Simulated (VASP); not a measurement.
# Cl (P6_3/mmc) in VASP: a series of runs, part 2 of 2

VASP 6.6.1.

## (3) Single point, PBE (volume scaled by 0.98)

INCAR

```
ALGO = Normal
EDIFF = 1E-7
ENCUT = 520
GGA = PE
ISIF = 2
ISMEAR = -1
LASPH = True
LCHARG = False
LREAL = False
LWAVE = False
NBANDS = 14
NELM = 80
PREC = Accurate
SIGMA = 0.03
```

KPOINTS

```
k-points
0
Gamma
  19 19 10
```

POSCAR

```
Cl
1.0
    3.6435282896      0.0000000000      0.0000000000
   -1.8217641448      3.1553880582      0.0000000000
    0.0000000000      0.0000000000      3.8978800704
Cl
2
Direct
    0.3333333333      0.6666666667      0.2500000000
    0.6666666667      0.3333333333      0.7500000000
```

Potentials or basis: VASP PAW PBE potentials, release 64 (Cl).

Command:

```console
$ cat potpaw_PBE.64/Cl/POTCAR > POTCAR
$ mpirun -np 1 vasp_std > vasp.out
```

OUTCAR:

```text
EDIFF = 1E-7
   ENCUT = 520
   GGA = PE
   ISIF = 2
   ISMEAR = -1
   LASPH = True
   LREAL = False
   NELM = 80
   PREC = Accurate

 ion  position               nearest neighbor table
   1  0.333  0.667  0.250-
   2  0.667  0.333  0.750-

  LATTYP: Found a hexagonal cell.
 ALAT       =     3.6435282896
 C/A-ratio  =     1.0698091961

  Lattice vectors:

 A1 = (   3.6435282896,   0.0000000000,   0.0000000000)
 A2 = (  -1.8217641448,   3.1553880582,   0.0000000000)
 A3 = (   0.0000000000,   0.0000000000,   3.8978800704)

Analysis of symmetry for initial positions (statically):
=====================================================================
 Subroutine PRICEL returns:
 Original cell was already a primitive cell.

 Routine SETGRP: Setting up the symmetry group for a
 hexagonal supercell.

 Subroutine GETGRP returns: Found 24 space group operations
 (whereof 12 operations were pure point group operations)
 out of a pool of 24 trial point group operations.

The static configuration has the point symmetry D_3d.
 The point group associated with its full space group is D_6h.

Analysis of symmetry for dynamics (positions and initial velocities):
=====================================================================
 Subroutine PRICEL returns:
 Original cell was already a primitive cell.

 Routine SETGRP: Setting up the symmetry group for a
 hexagonal supercell.

 Subroutine GETGRP returns: Found 24 space group operations
 (whereof 12 operations were pure point group operations)
 out of a pool of 24 trial point group operations.

The dynamic configuration has the point symmetry D_3d.
 The point group associated with its full space group is D_6h.

 Subroutine INISYM returns: Found 24 space group operations
 (whereof 12 operations are pure point group operations),
 and found     1 'primitive' translations

----------------------------------------------------------------------------------------
[... 116 lines left out ...]
  Thomas-Fermi vector in A             =   2.247392
   LORBIT       =      0    0 simple, 1 ext, 2 COOP (PROOUT), +10 PAW based schemes
   GGA     = PE    functional components
   LHFCALC =     F    Hartree Fock is set to
   AEXX    =    0.0000 exact exchange contribution
   IVDW    =     0    specifies the selected vdW correction
   LEPSILON=     F    determine dielectric tensor
   LRPA    =     F    only Hartree local field effects (RPA)
 non-spin polarized calculation
  energy-cutoff  :      520.00
  volume of cell :       44.81
 maximum number of plane-waves:      1224
 NGX is ok and might be reduce to    28
   NGX = 13   NGY = 13   NGZ = 15

 number of electron      13.9999998 magnetization

 Free energy of the ion-electron system (eV)
  ---------------------------------------------------
  ext. energy  EPLUGINS =         0.00000000
  ---------------------------------------------------
  free energy    TOTEN  =        -2.19169380 eV

  energy without entropy =       -2.18250667  energy(sigma->0) =       -2.18710023

 E-fermi :   1.6461     XC(G=0):  -9.1611

 val. band max:        1.6457145026   @ k =   0.3684   0.2632   0.0000
 cond. band min:       1.6486462280   @ k =   0.3684   0.2105   0.2000
 fundamental gap:      0.0029317254
 Fermi energy:         1.6460695027

 k-point     1 :       0.0000    0.0000    0.0000
  band No.  band energies     occupation
      1     -14.1028      2.00000
      2     -11.0868      2.00000
      3      -2.3316      2.00000
      4      -0.5307      2.00000
      5      -0.5307      2.00000
      6       1.4051      1.99935
      7       1.4051      1.99935
      8       2.4556      0.00000
      9       9.1610      0.00000
     10      10.0967      0.00000
     11      13.6561      0.00000
     12      13.6561      0.00000
     13      15.1424      0.00000
     14      15.1424      0.00000
[... 377 lines left out ...]
      1     -13.2296      2.00000
      2     -11.7853      2.00000
      3      -1.9201      2.00000
      4      -1.2539      2.00000
      5      -1.1565      2.00000
      6       0.3619      2.00000
      7       0.9092      2.00000
      8       1.8070      0.00930
      9       9.7846      0.00000
     10      12.4611      0.00000
     11      12.6440      0.00000
     12      13.5126      0.00000
     13      14.8247      0.00000
     14      16.7961      0.00000

 [... further k-points ...]
[... 5 lines left out ...]
  --------------------------------------------------------------------------------------
  -------------------------------------------------------------------------------------
  Total        0.1311431      0.1311431      0.2321520      0.0000000      0.0000000      0.0000000
  in kB        4.6887021      4.6887021      8.3000300      0.0000000      0.0000000      0.0000000
  external PRESSURE =       5.8924780 kB  Pullay stress =       0.0000000 kB

 VOLUME and BASIS-vectors are now :
 -----------------------------------------------------------------------------
  energy-cutoff  :      520.00
  volume of cell :       44.81
      direct lattice vectors                 reciprocal lattice vectors
     3.643528290  0.000000000  0.000000000     0.274459239  0.158459115  0.000000000
    -1.821764145  3.155388058  0.000000000     0.000000000  0.316918231  0.000000000
     0.000000000  0.000000000  3.897880070     0.000000000  0.000000000  0.256549710

 POSITION                                       TOTAL-FORCE (eV/Angst)
 -----------------------------------------------------------------------------------
     -0.00000      2.10359      0.97447         0.000000     -0.000000      0.000000
      1.82176      1.05180      2.92341        -0.000000      0.000000      0.000000
 -----------------------------------------------------------------------------------
    total drift:                                0.000000     -0.000000      0.000000

  FREE ENERGIE OF THE ION-ELECTRON SYSTEM (eV)
  ---------------------------------------------------
  free  energy   TOTEN  =        -2.1916937969 eV

  energy  without entropy=       -2.1825066704  energy(sigma->0) =       -2.18710023
```

OSZICAR:

```text
N       E                     dE             d eps       ncg     rms          rms(c)
DAV:   1     0.768384454053E+02    0.76838E+02   -0.63641E+03  6720   0.873E+02
DAV:   2     0.173052808506E+01   -0.75108E+02   -0.71523E+02  9750   0.166E+02
DAV:   3    -0.217236959346E+01   -0.39029E+01   -0.38416E+01  9030   0.413E+01
DAV:   4    -0.221055184581E+01   -0.38182E-01   -0.38165E-01  8076   0.495E+00
DAV:   5    -0.221116302541E+01   -0.61118E-03   -0.61116E-03  9150   0.631E-01    0.646E+00
DAV:   6    -0.219376124655E+01    0.17402E-01   -0.19069E-02  8418   0.700E-01    0.394E+00
DAV:   7    -0.219223829152E+01    0.15230E-02   -0.21685E-02  8844   0.783E-01    0.333E-01
DAV:   8    -0.219167848031E+01    0.55981E-03   -0.21175E-03  7956   0.251E-01    0.289E-02
DAV:   9    -0.219169075543E+01   -0.12275E-04   -0.48910E-05  9126   0.468E-02    0.116E-02
DAV:  10    -0.219169334547E+01   -0.25900E-05   -0.32846E-06  8076   0.123E-02    0.375E-03
DAV:  11    -0.219169371520E+01   -0.36974E-06   -0.76202E-07  8652   0.583E-03    0.927E-04
DAV:  12    -0.219169381712E+01   -0.10191E-06   -0.33268E-08  6444   0.138E-03    0.506E-04
DAV:  13    -0.219169379692E+01    0.20192E-07   -0.36160E-09  5100   0.445E-04
   1 F= -.21916938E+01 E0= -.21871002E+01  d E =-.918713E-02
```

It took 1.8 min on 1 thread of Intel Xeon Platinum 8259CL at 2.50GHz (Skylake/Cascade Lake), shared host; peak memory 0.23 GiB.

What came out:

```
Free energy            : -2.1917 eV
Pressure               : 0.6 GPa
Band gap on the k mesh : zero (band 7 reaches 2.40 eV, above the bottom of band 8 at 0.44 eV)
```

Caveat: the cell differs from its parent crystal (volume scaled by 0.98).

## (4) Single point, PBE

This run uses another cell than the first one, of 22.86 Å³/atom, 1.042 times its volume.

INCAR

```
SYSTEM = Cl
ALGO = Normal ; EDIFF = 1E-7
ENCUT = 520 ; GGA = PE
ISIF = 2 ; ISMEAR = -1
LASPH = .True. ; LCHARG = .False.
LREAL = .False. ; LWAVE = .False.
NBANDS = 14 ; NELM = 80
PREC = Accurate ; SIGMA = 0.03
```

KPOINTS

```
k-points
0
Gamma
  19 19 10
  0 0 0
```

POSCAR

```
Cl
1.0
    3.6681474708      0.0000000000      0.0000000000
   -1.8340737354      3.1767088945      0.0000000000
    0.0000000000      0.0000000000      3.9242178968
Cl
2
Direct
    0.3333333333      0.6666666667      0.2500000000
    0.6666666667      0.3333333333      0.7500000000
```

Command:

```console
$ cat potpaw_PBE.64/Cl/POTCAR > POTCAR
$ mpirun -np 1 vasp_std > vasp.out
```

Run time: 1.9 min. Hardware: 1 thread of Intel Xeon Platinum 8259CL at 2.50GHz (Skylake/Cascade Lake), shared host; peak memory 0.23 GiB.

The run converged. Its results:

| Item | Value |
| --- | --- |
| Free energy | -2.1934 eV |
| Pressure | -0.1 GPa |
| Band gap on the k mesh | zero (band 7 reaches 2.15 eV, above the bottom of band 8 at 0.25 eV) |

Levels at points of the mesh, in eV from the Fermi level:
| k point | band 4 | band 5 | band 6 | band 7 | band 8 | band 9 | band 10 | band 11 |
| --- | --- | --- | --- | --- | --- | --- | --- | --- |
| (0.00, 0.00, 0.00) | -2.11 | -2.11 | -0.23 | -0.23 | 0.78 | 7.61 | 8.39 | 12.03 |
| (0.00, 0.00, 0.50) | -1.95 | -1.17 | -1.17 | -1.17 | -1.17 | 10.40 | 10.40 | 10.97 |

## (5) Single point, PBE (volume scaled by 1.02)

INCAR

```
PREC = Accurate
ENCUT = 520
EDIFF = 1E-7
ISMEAR = -1
SIGMA = 0.03
LREAL = False
LASPH = True
NELM = 100
ALGO = Normal
ISIF = 2
LWAVE = False
LCHARG = True
GGA = PE
LELF = True
LVHAR = True
NBANDS = 14
```

KPOINTS

```
regular mesh
0
Gamma
  19 19 10
```

POSCAR

```
Cl
1.0
    3.6924405461      0.0000000000      0.0000000000
   -1.8462202730      3.1977473149      0.0000000000
    0.0000000000      0.0000000000      3.9502068522
Cl
2
Direct
    0.3333333333      0.6666666667      0.2500000000
    0.6666666667      0.3333333333      0.7500000000
```

Command:

```console
$ cat potpaw_PBE.64/Cl/POTCAR > POTCAR
$ mpirun -np 1 vasp_std > vasp.out
```

Run time: 2 min. Hardware: 1 thread of Intel Xeon Platinum 8259CL at 2.50GHz (Skylake/Cascade Lake), shared host; peak memory 0.24 GiB.

Results (log left out):

* Free energy: -2.1915 eV
* Pressure: -0.7 GPa
* Band gap on the k mesh: zero (band 7 reaches 1.90 eV, above the bottom of band 8 at 0.06 eV)

Stress tensor (GPa, compression positive):
```
-0.58  0.00  0.00
 0.00 -0.58  0.00
 0.00  0.00 -0.96
```

Levels at points of the mesh, in eV from the Fermi level:
```tsv
k point	band 3	band 4	band 5	band 6	band 7	band 8	band 9	band 10	band 11	band 12
(0.00, 0.00, 0.00)	-3.75	-2.05	-2.05	-0.22	-0.22	0.75	7.71	8.34	12.05	12.05
(0.00, 0.00, 0.50)	-1.91	-1.91	-1.13	-1.13	-1.13	-1.13	10.37	10.37	11.02	11.02
```

Caveat: the cell differs from its parent crystal (volume scaled by 1.02).

## (6) The runs side by side

| cell | gap on the mesh (eV) | pressure (GPa) |
| --- | --- | --- |
| a = 3.619, b = 3.619, c = 3.871 Å, angles 90.0, 90.0, 120.0°, 2 atoms | none | 1.4 |
| a = 3.644, b = 3.644, c = 3.898 Å, angles 90.0, 90.0, 120.0°, 2 atoms | none | 0.6 |
| a = 3.668, b = 3.668, c = 3.924 Å, angles 90.0, 90.0, 120.0°, 2 atoms | none | -0.1 |
| a = 3.692, b = 3.692, c = 3.950 Å, angles 90.0, 90.0, 120.0°, 2 atoms | none | -0.7 |

Alike in all rows: task single point; level PBE; potentials or basis VASP PAW PBE potentials, release 64 (Cl); no spin polarisation; k mesh 19 × 19 × 10; cutoff (eV) 520; smearing fermi-dirac 0.03 eV.

Total energies depend on the potentials used, so only differences within one code and one set of settings carry meaning.
